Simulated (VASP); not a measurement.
# TaC (Fm-3m) in VASP: a series of runs

Runs on TaC. Level: PBE. Tasks: single point, relaxation of cell and atoms.

All numbers are computed with VASP 6.6.1; they aren't measurements. Logs are shortened: lines on timing, memory, paths and dates and some standing lists are left out, and cuts for length are marked.

## Step 1: The cell of the first run

It takes space group Fm-3m (No. 225, cubic). The conventional cell has a = 4.475 Å, b = 4.475 Å, c = 4.475 Å, α = 90.00°, β = 90.00°, γ = 90.00°. Ta (site symmetry m-3m) has 6 C at 2.24 Å within 3.0 Å. C (site symmetry m-3m) has 6 Ta at 2.24 Å within 3.0 Å.

## Step 2: Single point, PBE

INCAR

```
PREC = Accurate ; ENCUT = 520
EDIFF = 1E-6 ; ISMEAR = 0
SIGMA = 0.1 ; LREAL = F
LASPH = T ; NELM = 80
ALGO = Normal ; ISIF = 2
LWAVE = F ; LCHARG = F
GGA = PE ; NBANDS = 14
```

KPOINTS

```
regular mesh
0
Gamma
  16 16 16
```

POSCAR

```
TaC
1.0
    0.0000000000      2.2376290142      2.2376290142
    2.2376290142      0.0000000000      2.2376290142
    2.2376290142      2.2376290142      0.0000000000
Ta C
1 1
Direct
    0.0000000000      0.0000000000      0.0000000000
    0.5000000000      0.5000000000      0.5000000000
```

Potentials or basis: VASP PAW PBE potentials, release 64 (Ta_pv, C).

Launch:

```
cat potpaw_PBE.64/Ta_pv/POTCAR potpaw_PBE.64/C/POTCAR > POTCAR
mpirun -np 1 vasp_std > vasp.out
```

OUTCAR:

```text
PREC = Accurate
   ENCUT = 520
   EDIFF = 1E-6
   ISMEAR = 0
   LREAL = F
   LASPH = T
   NELM = 80
   ISIF = 2
   GGA = PE

 ion  position               nearest neighbor table
   1  0.000  0.000  0.000-   2 2.24   2 2.24   2 2.24   2 2.24   2 2.24   2 2.24
   2  0.500  0.500  0.500-   1 2.24   1 2.24   1 2.24   1 2.24   1 2.24   1 2.24

  LATTYP: Found a face centered cubic cell.
 ALAT       =     4.4752580284

  Lattice vectors:

 A1 = (   0.0000000000,   2.2376290142,   2.2376290142)
 A2 = (   2.2376290142,   0.0000000000,   2.2376290142)
 A3 = (   2.2376290142,   2.2376290142,   0.0000000000)

Analysis of symmetry for initial positions (statically):
=====================================================================
 Subroutine PRICEL returns:
 Original cell was already a primitive cell.

 Routine SETGRP: Setting up the symmetry group for a
 face centered cubic supercell.

 Subroutine GETGRP returns: Found 48 space group operations
 (whereof 48 operations were pure point group operations)
 out of a pool of 48 trial point group operations.

The static configuration has the point symmetry O_h .

Analysis of symmetry for dynamics (positions and initial velocities):
=====================================================================
 Subroutine PRICEL returns:
 Original cell was already a primitive cell.

 Routine SETGRP: Setting up the symmetry group for a
 face centered cubic supercell.

 Subroutine GETGRP returns: Found 48 space group operations
 (whereof 48 operations were pure point group operations)
 out of a pool of 48 trial point group operations.

The dynamic configuration has the point symmetry O_h .

 Subroutine INISYM returns: Found 48 space group operations
 (whereof 48 operations are pure point group operations),
 and found     1 'primitive' translations

----------------------------------------------------------------------------------------

                                     Primitive cell

  volume of cell :      22.4075

  direct lattice vectors                    reciprocal lattice vectors
     0.000000000  2.237629014  2.237629014    -0.223450803  0.223450803  0.223450803
     2.237629014  0.000000000  2.237629014     0.223450803 -0.223450803  0.223450803
     2.237629014  2.237629014  0.000000000     0.223450803  0.223450803 -0.223450803

  length of vectors
     3.164485299  3.164485299  3.164485299     0.387028144  0.387028144  0.387028144

  position of ions in fractional coordinates (direct lattice)
     0.000000000  0.000000000  0.000000000
     0.500000000  0.500000000  0.500000000

  ion indices of the primitive-cell ions
   primitive index   ion index
                 1           1
                 2           2

----------------------------------------------------------------------------------------

 KPOINTS: regular mesh

Automatic generation of k-mesh.
 Grid dimensions read from file:
 generate k-points for:   16   16   16

 Generating k-lattice:

  Cartesian coordinates                     Fractional coordinates (reciprocal lattice)
    -0.013965675  0.013965675  0.013965675     0.062500000  0.000000000  0.000000000
     0.013965675 -0.013965675  0.013965675     0.000000000  0.062500000  0.000000000
     0.013965675  0.013965675 -0.013965675     0.000000000  0.000000000  0.062500000

  Length of vectors
     0.024189259  0.024189259  0.024189259

  Shift w.r.t. Gamma in fractional coordinates (k-lattice)
     0.000000000  0.000000000  0.000000000

 Subroutine IBZKPT returns following result:
 ===========================================

 Found    145 irreducible k-points:

 Following reciprocal coordinates:
            Coordinates               Weight
  0.000000  0.000000  0.000000      1.000000
  0.062500  0.000000  0.000000      8.000000
  0.125000  0.000000  0.000000      8.000000
  0.187500  0.000000  0.000000      8.000000
  0.250000  0.000000  0.000000      8.000000
  0.312500  0.000000  0.000000      8.000000
[... 16 lines left out ...]
 -0.125000  0.062500  0.000000     24.000000
 -0.062500  0.062500  0.000000     12.000000
 [... further k-points ...]
   k-points           NKPTS =    145   k-points in BZ     NKDIM =    145   number of bands    NBANDS=     14
   number of dos      NEDOS =    301   number of ions     NIONS =      2
   total plane-waves  NPLWV =  13824
   dimension x,y,z NGX =    24 NGY =   24 NGZ =   24
   dimension x,y,z NGXF=    48 NGYF=   48 NGZF=   48
   ions per type =               1   1
   NGX,Y,Z   is equivalent  to a cutoff of  12.61, 12.61, 12.61 a.u.
   NGXF,Y,Z  is equivalent  to a cutoff of  25.22, 25.22, 25.22 a.u.
 SYSTEM =  unknown system
   PREC   = accura    normal or accurate (medium, high low for compatibility)
   ISTART =      0    job   : 0-new  1-cont  2-samecut
   ICHARG =      2    charge: 1-file 2-atom 10-const
   ISPIN  =      1    spin polarized calculation?
   LNONCOLLINEAR =      F non collinear calculations
   LSORBIT =      F    spin-orbit coupling
   LASPH  =      T    aspherical Exc in radial PAW
   ENCUT  =  520.0 eV  38.22 Ry    6.18 a.u.   5.88  5.88  5.88*2*pi/ulx,y,z
   NELM   =     80;   NELMIN=  2; NELMDL= -5     # of ELM steps
   EDIFF  = 0.1E-05   stopping-criterion for ELM
   LREAL  =      F    real-space projection
   EDIFFG = 0.1E-04   stopping-criterion for IOM
   NSW    =      0    number of steps for IOM
   IBRION =     -1    ionic relax: 0-MD 1-quasi-New 2-CG
   NFREE  =      0    steps in history (QN), initial steepest desc. (CG)
   ISIF   =      2    stress and relaxation
   ISYM   =      2    0-nonsym 1-usesym 2-fastsym
   POTIM  = 0.5000    time-step for ionic-motion
   TEBEG  =    0.0;   TEEND  =   0.0 temperature during run
   PSTRESS=    0.0 pullay stress
   NELECT =      15.0000    total number of electrons
   NUPDOWN=      -1.0000    fix difference up-down
   EMIN   =  10.00;   EMAX   =-10.00  energy-range for DOS
   EFERMI =   0.00;   METHOD = LEGACY
   ISMEAR =     0;   SIGMA  =   0.10  broadening in eV -4-tet -1-fermi 0-gaus
   EFERMI_NEDOS =   21; number of points for ismear=-14 and -15
   IALGO  =     38    algorithm
   IMIX   =      4    mixing-type and parameters
     AMIX     =   0.40;   BMIX     =  1.00
     AMIX_MAG =   1.60;   BMIX_MAG =  1.00
  volume/ion in A,a.u.               =      11.20        75.61
  Fermi-wavevector in a.u.,A,eV,Ry     =   1.432102  2.706280 27.904393  2.050915
  Thomas-Fermi vector in A             =   2.551766
   LORBIT       =      0    0 simple, 1 ext, 2 COOP (PROOUT), +10 PAW based schemes
   GGA     = PE    functional components
   LHFCALC =     F    Hartree Fock is set to
   AEXX    =    0.0000 exact exchange contribution
   IVDW    =     0    specifies the selected vdW correction
   LEPSILON=     F    determine dielectric tensor
   LRPA    =     F    only Hartree local field effects (RPA)
 non-spin polarized calculation
 Gauss-broadening in eV      SIGMA  =   0.10
  energy-cutoff  :      520.00
  volume of cell :       22.41
 maximum number of plane-waves:       620
   NGX = 11   NGY = 11   NGZ = 11

 number of electron      14.9999999 magnetization

 Free energy of the ion-electron system (eV)
  ---------------------------------------------------
  ext. energy  EPLUGINS =         0.00000000
  ---------------------------------------------------
  free energy    TOTEN  =       -22.20730819 eV

  energy without entropy =      -22.20565642  energy(sigma->0) =      -22.20648231

 E-fermi :   8.2395     XC(G=0): -13.1322

 val. band max:        8.2135304927   @ k =   0.4375   0.1875   0.0625
 cond. band min:       8.2599231840   @ k =   0.1250   0.0625   0.0000
 fundamental gap:      0.0463926913
 Fermi energy:         8.2394580075

 k-point     1 :       0.0000    0.0000    0.0000
  band No.  band energies     occupation
      1     -26.8521      2.00000
      2     -26.8521      2.00000
      3     -26.8521      2.00000
      4      -6.4639      2.00000
      5       6.9499      2.00000
      6       6.9499      2.00000
      7       6.9499      2.00000
      8       7.7891      2.00000
      9       7.7891      2.00000
     10       7.7891      2.00000
     11       8.8976      0.00000
     12       8.8976      0.00000
     13      14.6770      0.00000
     14      18.2949      0.00000

 k-point     2 :       0.0625    0.0000    0.0000
  band No.  band energies     occupation
      1     -26.8795      2.00000
      2     -26.8549      2.00000
      3     -26.8549      2.00000
      4      -6.3554      2.00000
      5       6.3522      2.00000
      6       6.6921      2.00000
      7       6.6921      2.00000
      8       7.4323      2.00000
      9       7.4323      2.00000
     10       8.1493      1.79789
     11       9.7281      0.00000
     12       9.7281      0.00000
     13      14.8965      0.00000
     14      18.5707      0.00000

 k-point     3 :       0.1250    0.0000    0.0000
  band No.  band energies     occupation
      1     -26.9567      2.00000
      2     -26.8628      2.00000
      3     -26.8628      2.00000
      4      -6.0383      2.00000
      5       5.3255      2.00000
      6       5.8293      2.00000
      7       5.8293      2.00000
      8       7.6035      2.00000
      9       7.6035      2.00000
     10       8.5590      0.00001
     11      11.0567      0.00000
     12      11.0567      0.00000
     13      15.4677      0.00000
     14      19.3323      0.00000

 k-point     4 :       0.1875    0.0000    0.0000
  band No.  band energies     occupation
      1     -27.0701      2.00000
      2     -26.8745      2.00000
      3     -26.8745      2.00000
      4      -5.5364      2.00000
      5       4.2014      2.00000
      6       4.9586      2.00000
      7       4.9586      2.00000
      8       8.0609      1.98845
      9       8.0609      1.98844
     10       8.8972      0.00000
     11      12.4931      0.00000
     12      12.4931      0.00000
     13      16.1739      0.00000
     14      20.3426      0.00000

 k-point     5 :       0.2500    0.0000    0.0000
  band No.  band energies     occupation
      1     -27.2009      2.00000
      2     -26.8883      2.00000
      3     -26.8883      2.00000
      4      -4.8850      2.00000
      5       3.0717      2.00000
      6       4.2147      2.00000
      7       4.2147      2.00000
      8       8.6835      0.00000
      9       8.6835      0.00000
     10       9.2729      0.00000
     11      13.9567      0.00000
[... 276 lines left out ...]
 k-point    22 :      -0.1875    0.0625    0.0000
  band No.  band energies     occupation
      1     -27.1175      2.00000
      2     -26.9059      2.00000
      3     -26.8701      2.00000
      4      -5.2581      2.00000
      5       3.6929      2.00000
      6       4.4695      2.00000
      7       4.7667      2.00000
      8       7.9157      2.00000
      9       8.7049      0.00000
     10       9.3393      0.00000
     11      12.1360      0.00000
     12      13.8085      0.00000
     13      16.5632      0.00000
     14      20.8187      0.00000

 k-point    23 :      -0.1250    0.0625    0.0000
  band No.  band energies     occupation
      1     -27.0015      2.00000
      2     -26.8884      2.00000
      3     -26.8597      2.00000
      4      -5.8034      2.00000
      5       4.7979      2.00000
      6       5.2570      2.00000
      7       5.4279      2.00000
      8       7.4197      2.00000
      9       8.3297      0.20184
     10       8.9585      0.00000
     11      10.8246      0.00000
     12      12.3568      0.00000
     13      15.8934      0.00000
     14      19.8649      0.00000

 k-point    24 :      -0.0625    0.0625    0.0000
  band No.  band energies     occupation
      1     -26.9172      2.00000
      2     -26.8706      2.00000
      3     -26.8544      2.00000
      4      -6.1785      2.00000
      5       5.8353      2.00000
      6       6.0316      2.00000
      7       6.1552      2.00000
      8       7.1159      2.00000
      9       8.0014      1.99924
     10       8.5795      0.00000
     11       9.8542      0.00000
     12      10.9673      0.00000
     13      15.2490      0.00000
     14      19.0087      0.00000

 [... further k-points ...]
[... 5 lines left out ...]
  --------------------------------------------------------------------------------------
  -------------------------------------------------------------------------------------
  Total        0.0959534      0.0959534      0.0959534      0.0000000      0.0000000     -0.0000000
  in kB        6.8608325      6.8608325      6.8608325      0.0000000      0.0000000     -0.0000000
  external PRESSURE =       6.8608325 kB  Pullay stress =       0.0000000 kB

 VOLUME and BASIS-vectors are now :
 -----------------------------------------------------------------------------
  energy-cutoff  :      520.00
  volume of cell :       22.41
      direct lattice vectors                 reciprocal lattice vectors
     0.000000000  2.237629014  2.237629014    -0.223450803  0.223450803  0.223450803
     2.237629014  0.000000000  2.237629014     0.223450803 -0.223450803  0.223450803
     2.237629014  2.237629014  0.000000000     0.223450803  0.223450803 -0.223450803

 POSITION                                       TOTAL-FORCE (eV/Angst)
 -----------------------------------------------------------------------------------
      0.00000      0.00000      0.00000         0.000000      0.000000      0.000000
      2.23763      2.23763      2.23763         0.000000      0.000000      0.000000
 -----------------------------------------------------------------------------------
    total drift:                                0.000000     -0.000000     -0.000000

  FREE ENERGIE OF THE ION-ELECTRON SYSTEM (eV)
  ---------------------------------------------------
  free  energy   TOTEN  =       -22.2073081950 eV

  energy  without entropy=      -22.2056564162  energy(sigma->0) =      -22.20648231
```

Wall time 24 s (1 thread of Intel Xeon 6975P-C, shared host); peak memory 0.18 GiB.

What came out:

```yaml
Free_energy: -22.2073 eV
Pressure: 0.7 GPa
```

Levels at points of the mesh, in eV from the Fermi level:
```
           k point  band 4  band 5  band 6  band 7  band 8  band 9  band 10  band 11  band 12  band 13
(0.00, 0.00, 0.00)  -14.70   -1.29   -1.29   -1.29   -0.45   -0.45    -0.45     0.66     0.66     6.44
(0.50, 0.00, 0.00)  -10.35   -8.63   -5.39   -5.39    2.69    2.69     3.65     5.37     9.81     9.81
(0.50, 0.50, 0.00)  -12.61   -4.60   -4.45   -1.75   -1.75    2.58     4.03     4.03     6.75     7.96
```

Caveat: spin-orbit coupling is left out, which moves the levels of the heavy elements.

## Step 3: Relaxation of cell and atoms, PBE

This run uses another cell than the first one, of 11.04 Å³/atom, 0.986 times its volume.

INCAR

```
ALGO     = Normal         # electronic algorithm
EDIFF    = 1E-7           # SCF threshold, eV
EDIFFG   = -0.005         # ionic threshold
ENCUT    = 600            # plane-wave cutoff, eV
GGA      = PE             # functional
IBRION   = 2              # ionic algorithm
ISIF     = 3              # what is computed and relaxed
ISMEAR   = 0              # smearing method
LASPH    = T              # aspherical terms in the spheres
LCHARG   = F              # write CHGCAR
LREAL    = F              # projectors in reciprocal space
LWAVE    = F              # write WAVECAR
NELM     = 80             # most SCF steps
NSW      = 100            # ionic steps
PREC     = Accurate       # precision mode
SIGMA    = 0.1            # smearing width, eV
```

KPOINTS

```
k-points
0
Gamma
  16 16 16
```

POSCAR

```
TaC
1.0
    0.0000000000      2.2269985830      2.2269985830
    2.2269985830      0.0000000000      2.2269985830
    2.2269985830      2.2269985830      0.0000000000
Ta C
1 1
Direct
    0.0000000000      0.0000000000      0.0000000000
    0.5000000000      0.5000000000      0.5000000000
```

Potentials or basis: VASP PAW PBE potentials, release 64 (Ta_pv, C).

Launch:

```
cat potpaw_PBE.64/Ta_pv/POTCAR potpaw_PBE.64/C/POTCAR > POTCAR
mpirun -np 1 vasp_std > vasp.out
```

Run time: 98 s. Hardware: 1 thread of Intel Xeon 6975P-C, shared host; peak memory 0.21 GiB.

It converged, with:

```
Free energy                            : -22.2085 eV
Relaxed volume                         : 11.23 Å³/atom
Relaxed cell                           : a = 3.167 Å, b = 3.167 Å, c = 3.167 Å, α = 60.00°, β = 60.00°, γ = 60.00°
Space group after relaxing (to 0.05 Å) : Fm-3m (No. 225)
Energy gained by relaxing              : 3.0 meV/atom
Ionic steps                            : 3
Pressure after relaxing                : -0.1 GPa
```

Step by step:
```tsv
step	energy change (eV)	largest force (eV/Å)	pressure (GPa)	volume (Å³)
1	0.0000	0.0000	5.44	22.09
2	0.0253	0.0000	-11.26	23.31
3	-0.0060	0.0000	-0.06	22.45
```

Final structure:
```
CELL_PARAMETERS angstrom
0.00000 2.23917 2.23917
2.23917 0.00000 2.23917
2.23917 2.23917 0.00000
ATOMIC_POSITIONS crystal
Ta 0.00000 0.00000 0.00000
C 0.50000 0.50000 0.50000
```

Levels at points of the mesh, in eV from the Fermi level:
| k point | band 4 | band 5 | band 6 | band 7 | band 8 | band 9 | band 10 | band 11 |
| --- | --- | --- | --- | --- | --- | --- | --- | --- |
| (0.00, 0.00, 0.00) | -14.69 | -1.29 | -1.29 | -1.29 | -0.45 | -0.45 | -0.45 | 0.66 |
| (0.50, 0.00, 0.00) | -10.35 | -8.61 | -5.38 | -5.38 | 2.68 | 2.68 | 3.64 | 5.37 |
| (0.50, 0.50, 0.00) | -12.59 | -4.59 | -4.44 | -1.75 | -1.75 | 2.57 | 4.02 | 4.02 |

Caveat: spin-orbit coupling is left out, which moves the levels of the heavy elements.

## Step 4: Relaxation of cell and atoms, PBE

This run uses another cell than the first one, of 11.04 Å³/atom, 0.986 times its volume.

INCAR is that of step 3.

KPOINTS is that of step 3.

POSCAR is that of step 3.

Launch:

```
cat potpaw_PBE.64/Ta_pv/POTCAR potpaw_PBE.64/C/POTCAR > POTCAR
mpirun -np 1 vasp_std > vasp.out
```

Run time: 1.9 min. Hardware: 1 thread of AMD EPYC 7R13, shared host; peak memory 0.17 GiB.

The run converged. Its results:

| Property | Result |
| --- | --- |
| Free energy | -22.2085 eV |
| Relaxed volume | 11.23 Å³/atom |
| Relaxed cell | a = 3.167 Å, b = 3.167 Å, c = 3.167 Å, α = 60.00°, β = 60.00°, γ = 60.00° |
| Space group after relaxing (to 0.05 Å) | Fm-3m (No. 225) |
| Energy gained by relaxing | 3.0 meV/atom |
| Ionic steps | 3 |
| Pressure after relaxing | -0.1 GPa |

The path:
```tsv
step	energy change (eV)	largest force (eV/Å)	pressure (GPa)	volume (Å³)
1	0.0000	0.0000	5.44	22.09
2	0.0253	0.0000	-11.26	23.31
3	-0.0060	0.0000	-0.06	22.45
```

Final structure:
```
Ta C
1.0
     0.00000    2.23917    2.23917
     2.23917    0.00000    2.23917
     2.23917    2.23917    0.00000
Ta C
1 1
Direct
  0.00000 0.00000 0.00000
  0.50000 0.50000 0.50000
```

Levels at points of the mesh, in eV from the Fermi level:
```csv
k point,band 4,band 5,band 6,band 7,band 8,band 9,band 10,band 11
"(0.00, 0.00, 0.00)",-14.69,-1.29,-1.29,-1.29,-0.45,-0.45,-0.45,0.66
"(0.50, 0.00, 0.00)",-10.35,-8.61,-5.38,-5.38,2.68,2.68,3.64,5.37
"(0.50, 0.50, 0.00)",-12.59,-4.59,-4.44,-1.75,-1.75,2.57,4.02,4.02
```

Caveat: spin-orbit coupling is left out, which moves the levels of the heavy elements.
